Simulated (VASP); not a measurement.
# Cd3HgTe4 (P-4m2) in VASP: a series of runs

The runs below take Cd3HgTe4 through single point, with PBE.

Program: VASP 6.6.1. These are calculated values, not measurements. Logs are shortened: lines on timing, memory, paths and dates and some standing lists are left out, and cuts for length are marked.

## Step 1: The cell of the first run

Symmetry: P-4m2, No. 115, tetragonal system. The conventional cell has a = 4.687 Å, b = 4.687 Å, c = 13.243 Å, α = 90.00°, β = 90.00°, γ = 90.00°. Within 3.8 Å of Cd (site symmetry 2mm) lie 4 Te at 2.87 Å. Within 3.8 Å of Cd (site symmetry -4m2) lie 4 Te at 2.87 Å. Within 3.8 Å of Hg (site symmetry -4m2) lie 4 Te at 2.88 Å. Within 3.8 Å of Te (site symmetry 2mm) lie 2 Cd at 2.87 Å and 2 Hg at 2.88 Å. Te (site symmetry 2mm) has 4 Cd at 2.87 Å within 3.8 Å.

## Step 2: Single point, PBE

INCAR

```
SYSTEM = Cd3HgTe4
ALGO     = Normal         ! electronic algorithm
EDIFF    = 1E-6           ! SCF threshold, eV
ENCUT    = 520            ! plane-wave cutoff, eV
GGA      = PE             ! functional
ISIF     = 2              ! what is computed and relaxed
ISMEAR   = 0              ! smearing method
LASPH    = .TRUE.         ! aspherical terms in the spheres
LCHARG   = .FALSE.        ! write CHGCAR
LREAL    = .FALSE.        ! projectors in reciprocal space
LWAVE    = .FALSE.        ! write WAVECAR
NBANDS   = 46             ! bands
NELM     = 80             ! most SCF steps
PREC     = Accurate       ! precision mode
SIGMA    = 0.1            ! smearing width, eV
```

KPOINTS

```
k-points
0
G
  4 4 2
  0 0 0
```

POSCAR

```
Cd3HgTe4
1.0
    4.6873538000      0.0000000000      0.0000000000
    0.0000000000      4.6873538000      0.0000000000
    0.0000000000      0.0000000000     13.2426444000
Cd Hg Te
3 1 4
Direct
    0.0000000000      0.0000000000      0.7495210000
    0.0000000000      0.0000000000      0.2504790000
    0.5000000000      0.5000000000      0.5000000000
    0.5000000000      0.5000000000      0.0000000000
    0.5000000000      0.0000000000      0.8739640000
    0.0000000000      0.5000000000      0.1260360000
    0.5000000000      0.0000000000      0.3752770000
    0.0000000000      0.5000000000      0.6247230000
```

Potentials or basis: VASP PAW PBE potentials, release 64 (Cd, Hg, Te).

The run is started by

```bash
cat potpaw_PBE.64/Cd/POTCAR potpaw_PBE.64/Hg/POTCAR potpaw_PBE.64/Te/POTCAR > POTCAR
mpirun -np 1 vasp_std > vasp.out
```

OUTCAR:

```text
SYSTEM = Cd3HgTe4
   EDIFF = 1E-6
   ENCUT = 520
   GGA = PE
   ISIF = 2
   ISMEAR = 0
   LASPH = .TRUE.
   LREAL = .FALSE.
   NELM = 80
   PREC = Accurate

 ion  position               nearest neighbor table
   1  0.000  0.000  0.750-   5 2.87   5 2.87   8 2.87   8 2.87
   2  0.000  0.000  0.250-   6 2.87   6 2.87   7 2.87   7 2.87
   3  0.500  0.500  0.500-   7 2.87   8 2.87   7 2.87   8 2.87
   4  0.500  0.500  0.000-   5 2.88   6 2.88   5 2.88   6 2.88
   5  0.500  0.000  0.874-   1 2.87   1 2.87   4 2.88   4 2.88
   6  0.000  0.500  0.126-   2 2.87   2 2.87   4 2.88   4 2.88
   7  0.500  0.000  0.375-   3 2.87   3 2.87   2 2.87   2 2.87
   8  0.000  0.500  0.625-   3 2.87   3 2.87   1 2.87   1 2.87

  LATTYP: Found a simple tetragonal cell.
 ALAT       =     4.6873538000
 C/A-ratio  =     2.8251855877

  Lattice vectors:

 A1 = (   4.6873538000,   0.0000000000,   0.0000000000)
 A2 = (   0.0000000000,   4.6873538000,   0.0000000000)
 A3 = (   0.0000000000,   0.0000000000,  13.2426444000)

Analysis of symmetry for initial positions (statically):
=====================================================================
 Subroutine PRICEL returns:
 Original cell was already a primitive cell.

 Routine SETGRP: Setting up the symmetry group for a
 simple tetragonal supercell.

 Subroutine GETGRP returns: Found  8 space group operations
 (whereof  8 operations were pure point group operations)
 out of a pool of 16 trial point group operations.

The static configuration has the point symmetry D_2d.

Analysis of symmetry for dynamics (positions and initial velocities):
=====================================================================
 Subroutine PRICEL returns:
 Original cell was already a primitive cell.

 Routine SETGRP: Setting up the symmetry group for a
 simple tetragonal supercell.

 Subroutine GETGRP returns: Found  8 space group operations
 (whereof  8 operations were pure point group operations)
 out of a pool of 16 trial point group operations.

The dynamic configuration has the point symmetry D_2d.

 Subroutine INISYM returns: Found  8 space group operations
 (whereof  8 operations are pure point group operations),
 and found     1 'primitive' translations

----------------------------------------------------------------------------------------

                                     Primitive cell

  volume of cell :     290.9579

  direct lattice vectors                    reciprocal lattice vectors
     4.687353800  0.000000000  0.000000000     0.213339987  0.000000000  0.000000000
     0.000000000  4.687353800  0.000000000     0.000000000  0.213339987  0.000000000
     0.000000000  0.000000000 13.242644400     0.000000000  0.000000000  0.075513619

  length of vectors
     4.687353800  4.687353800 13.242644400     0.213339987  0.213339987  0.075513619

  position of ions in fractional coordinates (direct lattice)
     0.000000000  0.000000000  0.749521000
     0.000000000  0.000000000  0.250479000
     0.500000000  0.500000000  0.500000000
     0.500000000  0.500000000  0.000000000
     0.500000000  0.000000000  0.873964000
     0.000000000  0.500000000  0.126036000
     0.500000000  0.000000000  0.375277000
     0.000000000  0.500000000  0.624723000

  ion indices of the primitive-cell ions
   primitive index   ion index
                 1           1
                 2           2
                 3           3
                 4           4
                 5           5
                 6           6
                 7           7
                 8           8

----------------------------------------------------------------------------------------

 KPOINTS: k-points

Automatic generation of k-mesh.
 Grid dimensions read from file:
 generate k-points for:    4    4    2

 Generating k-lattice:

  Cartesian coordinates                     Fractional coordinates (reciprocal lattice)
     0.053334997  0.000000000  0.000000000     0.250000000  0.000000000  0.000000000
     0.000000000  0.053334997  0.000000000     0.000000000  0.250000000  0.000000000
     0.000000000  0.000000000  0.037756809     0.000000000  0.000000000  0.500000000

  Length of vectors
     0.053334997  0.053334997  0.037756809

  Shift w.r.t. Gamma in fractional coordinates (k-lattice)
     0.000000000  0.000000000  0.000000000

 Subroutine IBZKPT returns following result:
 ===========================================

 Found     12 irreducible k-points:

 Following reciprocal coordinates:
            Coordinates               Weight
  0.000000  0.000000  0.000000      1.000000
  0.250000  0.000000  0.000000      4.000000
  0.500000  0.000000  0.000000      2.000000
  0.250000  0.250000  0.000000      4.000000
  0.500000  0.250000  0.000000      4.000000
  0.500000  0.500000  0.000000      1.000000
  0.000000  0.000000  0.500000      1.000000
  0.250000  0.000000  0.500000      4.000000
  0.500000  0.000000  0.500000      2.000000
  0.250000  0.250000  0.500000      4.000000
  0.500000  0.250000  0.500000      4.000000
  0.500000  0.500000  0.500000      1.000000
   k-points           NKPTS =     12   k-points in BZ     NKDIM =     12   number of bands    NBANDS=     46
   number of dos      NEDOS =    301   number of ions     NIONS =      8
   total plane-waves  NPLWV = 127008
   dimension x,y,z NGX =    36 NGY =   36 NGZ =   98
   dimension x,y,z NGXF=    72 NGYF=   72 NGZF=  196
   ions per type =               3   1   4
   NGX,Y,Z   is equivalent  to a cutoff of  12.77, 12.77, 12.30 a.u.
   NGXF,Y,Z  is equivalent  to a cutoff of  25.54, 25.54, 24.61 a.u.
 SYSTEM =  Cd3HgTe4
   PREC   = accura    normal or accurate (medium, high low for compatibility)
   ISTART =      0    job   : 0-new  1-cont  2-samecut
   ICHARG =      2    charge: 1-file 2-atom 10-const
   ISPIN  =      1    spin polarized calculation?
   LNONCOLLINEAR =      F non collinear calculations
   LSORBIT =      F    spin-orbit coupling
   LASPH  =      T    aspherical Exc in radial PAW
   ENCUT  =  520.0 eV  38.22 Ry    6.18 a.u.   8.72  8.72 24.62*2*pi/ulx,y,z
   NELM   =     80;   NELMIN=  2; NELMDL= -5     # of ELM steps
   EDIFF  = 0.1E-05   stopping-criterion for ELM
   LREAL  =      F    real-space projection
   EDIFFG = 0.1E-04   stopping-criterion for IOM
   NSW    =      0    number of steps for IOM
   IBRION =     -1    ionic relax: 0-MD 1-quasi-New 2-CG
   NFREE  =      0    steps in history (QN), initial steepest desc. (CG)
   ISIF   =      2    stress and relaxation
   ISYM   =      2    0-nonsym 1-usesym 2-fastsym
   POTIM  = 0.5000    time-step for ionic-motion
   TEBEG  =    0.0;   TEEND  =   0.0 temperature during run
   PSTRESS=    0.0 pullay stress
   NELECT =      72.0000    total number of electrons
   NUPDOWN=      -1.0000    fix difference up-down
   EMIN   =  10.00;   EMAX   =-10.00  energy-range for DOS
   EFERMI =   0.00;   METHOD = LEGACY
   ISMEAR =     0;   SIGMA  =   0.10  broadening in eV -4-tet -1-fermi 0-gaus
   EFERMI_NEDOS =   21; number of points for ismear=-14 and -15
   IALGO  =     38    algorithm
   IMIX   =      4    mixing-type and parameters
     AMIX     =   0.40;   BMIX     =  1.00
     AMIX_MAG =   1.60;   BMIX_MAG =  1.00
  volume/ion in A,a.u.               =      36.37       245.44
  Fermi-wavevector in a.u.,A,eV,Ry     =   1.027801  1.942262 14.372846  1.056374
  Thomas-Fermi vector in A             =   2.161764
   LORBIT       =      0    0 simple, 1 ext, 2 COOP (PROOUT), +10 PAW based schemes
   GGA     = PE    functional components
   LHFCALC =     F    Hartree Fock is set to
   AEXX    =    0.0000 exact exchange contribution
   IVDW    =     0    specifies the selected vdW correction
   LEPSILON=     F    determine dielectric tensor
   LRPA    =     F    only Hartree local field effects (RPA)
 non-spin polarized calculation
 Gauss-broadening in eV      SIGMA  =   0.10
  energy-cutoff  :      520.00
  volume of cell :      290.96
 maximum number of plane-waves:      7874
 NGX is ok and might be reduce to    36
   NGX = 17   NGY = 17   NGZ = 49

 number of electron      71.9999991 magnetization

 Free energy of the ion-electron system (eV)
  ---------------------------------------------------
  ext. energy  EPLUGINS =         0.00000000
  ---------------------------------------------------
  free energy    TOTEN  =       -17.97648382 eV

  energy without entropy =      -17.97375895  energy(sigma->0) =      -17.97512138

 E-fermi :   2.0374     XC(G=0):  -8.3168

 val. band max:        1.9314621250   @ k =   0.0000   0.0000   0.0000
 cond. band min:       2.1023440504   @ k =   0.0000   0.0000   0.0000
 fundamental gap:      0.1708819253
 Fermi energy:         2.0373841599

 k-point     1 :       0.0000    0.0000    0.0000
  band No.  band energies     occupation
      1      -9.0754      2.00000
      2      -8.8242      2.00000
      3      -8.7897      2.00000
      4      -8.5684      2.00000
      5      -6.2569      2.00000
      6      -6.2569      2.00000
[... 38 lines left out ...]
     45       6.4804      0.00000
     46       6.4856      0.00000

 k-point     2 :       0.2500    0.0000    0.0000
  band No.  band energies     occupation
      1      -8.9400      2.00000
      2      -8.7578      2.00000
      3      -8.7317      2.00000
      4      -8.5790      2.00000
      5      -6.2436      2.00000
      6      -6.2299      2.00000
[... 38 lines left out ...]
     45       6.7858      0.00000
     46       7.2498      0.00000

 k-point     3 :       0.5000    0.0000    0.0000
  band No.  band energies     occupation
      1      -8.7362      2.00000
      2      -8.6799      2.00000
      3      -8.6690      2.00000
      4      -8.6687      2.00000
      5      -6.2198      2.00000
      6      -6.2151      2.00000
[... 430 lines left out ...]
     45       7.9457      0.00000
     46       7.9749      0.00000

 k-point    12 :       0.5000    0.5000    0.5000
  band No.  band energies     occupation
      1      -8.5733      2.00000
      2      -8.5733      2.00000
      3      -8.5659      2.00000
      4      -8.5659      2.00000
      5      -6.1596      2.00000
      6      -6.1585      2.00000
[... 38 lines left out ...]
     45       9.0637      0.00000
     46       9.1114      0.00000

------------------------ aborting loop because EDIFF is reached ----------------------------------------

  FORCE on cell =-STRESS in cart. coord.  units (eV):
  Direction    XX          YY          ZZ          XY          YZ          ZX
  --------------------------------------------------------------------------------------
  -------------------------------------------------------------------------------------
  Total        0.4291966      0.4291966      0.0491817      0.0000000      0.0000000     -0.0000000
  in kB        2.3633968      2.3633968      0.2708221      0.0000000      0.0000000     -0.0000000
  external PRESSURE =       1.6658719 kB  Pullay stress =       0.0000000 kB

 VOLUME and BASIS-vectors are now :
 -----------------------------------------------------------------------------
  energy-cutoff  :      520.00
  volume of cell :      290.96
      direct lattice vectors                 reciprocal lattice vectors
     4.687353800  0.000000000  0.000000000     0.213339987  0.000000000  0.000000000
     0.000000000  4.687353800  0.000000000     0.000000000  0.213339987  0.000000000
     0.000000000  0.000000000 13.242644400     0.000000000  0.000000000  0.075513619

 POSITION                                       TOTAL-FORCE (eV/Angst)
 -----------------------------------------------------------------------------------
      0.00000      0.00000      9.92564         0.000000     -0.000000      0.000705
      0.00000      0.00000      3.31700        -0.000000     -0.000000     -0.000705
      2.34368      2.34368      6.62132         0.000000     -0.000000      0.000000
      2.34368      2.34368      0.00000         0.000000      0.000000      0.000000
      2.34368      0.00000     11.57359         0.000000     -0.000000     -0.006622
      0.00000      2.34368      1.66905         0.000000     -0.000000      0.006622
      2.34368      0.00000      4.96966         0.000000     -0.000000     -0.000906
      0.00000      2.34368      8.27298         0.000000     -0.000000      0.000906
 -----------------------------------------------------------------------------------
    total drift:                                0.000000      0.000000      0.000000

  FREE ENERGIE OF THE ION-ELECTRON SYSTEM (eV)
  ---------------------------------------------------
  free  energy   TOTEN  =       -17.9764838184 eV

  energy  without entropy=      -17.9737589451  energy(sigma->0) =      -17.97512138
```

Run time: 95 s. Hardware: 1 thread of Intel Xeon 6975P-C (Granite Rapids), shared host; peak memory 0.43 GiB.

Results:

- Free energy: -17.9765 eV
- Pressure: 0.2 GPa
- Largest force: 0.007 eV/Å
- Band gap on the k mesh: 0.17 eV

Forces on the atoms (eV/Å):
```
Cd   0.000  0.000  0.001
Cd   0.000  0.000 -0.001
Cd   0.000  0.000  0.000
Hg   0.000  0.000  0.000
Te   0.000  0.000 -0.007
Te   0.000  0.000  0.007
Te   0.000  0.000 -0.001
Te   0.000  0.000  0.001
```

Caveat: spin-orbit coupling is left out, which moves the levels of the heavy elements.

## Step 3: Single point, PBE

INCAR

```
SYSTEM = Cd3HgTe4
ALGO = Normal ; EDIFF = 1E-6
ENCUT = 520 ; GGA = PE
ISIF = 2 ; ISMEAR = 0
LASPH = .True. ; LCHARG = .False.
LREAL = .False. ; LWAVE = .False.
NBANDS = 46 ; NELM = 80
PREC = Accurate ; SIGMA = 0.2
```

KPOINTS

```
k-points
0
Gamma
  6 6 2
  0 0 0
```

POSCAR is that of step 2.

Potentials or basis: VASP PAW PBE potentials, release 64 (Cd, Hg, Te).

The run is started by

```bash
cat potpaw_PBE.64/Cd/POTCAR potpaw_PBE.64/Hg/POTCAR potpaw_PBE.64/Te/POTCAR > POTCAR
mpirun -np 1 vasp_std > vasp.out
```

It took 3.2 min on 1 thread of Intel Xeon 6975P-C (Granite Rapids), shared host; peak memory 0.5 GiB.

Results (log left out):

| Item | Value |
| --- | --- |
| Free energy | -18.0605 eV |
| Pressure | 0.1 GPa |
| Band gap on the k mesh | 0.18 eV |

Forces on the atoms (eV/Å):
```
Cd   0.000  0.000 -0.002
Cd   0.000  0.000  0.002
Cd   0.000  0.000  0.000
Hg   0.000  0.000  0.000
Te   0.000  0.000  0.001
Te   0.000  0.000 -0.001
Te   0.000  0.000 -0.001
Te   0.000  0.000  0.001
```

Levels at points of the mesh, in eV from the valence-band top:
```tsv
k point	band 33	band 34	band 35	band 36	band 37	band 38	band 39	band 40
(0.00, 0.00, 0.00)	-0.96	-0.01	0.00	0.00	0.18	2.29	2.60	2.67
(0.50, 0.00, 0.00)	-0.78	-0.76	-0.70	-0.59	1.21	1.68	2.67	2.89
(0.50, 0.50, 0.00)	-1.77	-1.74	-1.74	-1.71	2.18	2.68	2.72	2.72
(0.00, 0.00, 0.50)	-0.44	-0.44	-0.26	-0.26	1.36	1.76	2.46	2.61
(0.50, 0.00, 0.50)	-0.82	-0.81	-0.78	-0.59	1.66	2.29	2.30	2.33
(0.50, 0.50, 0.50)	-1.90	-1.89	-1.87	-1.87	2.50	3.14	3.15	3.28
```

Caveat: spin-orbit coupling is left out, which moves the levels of the heavy elements.
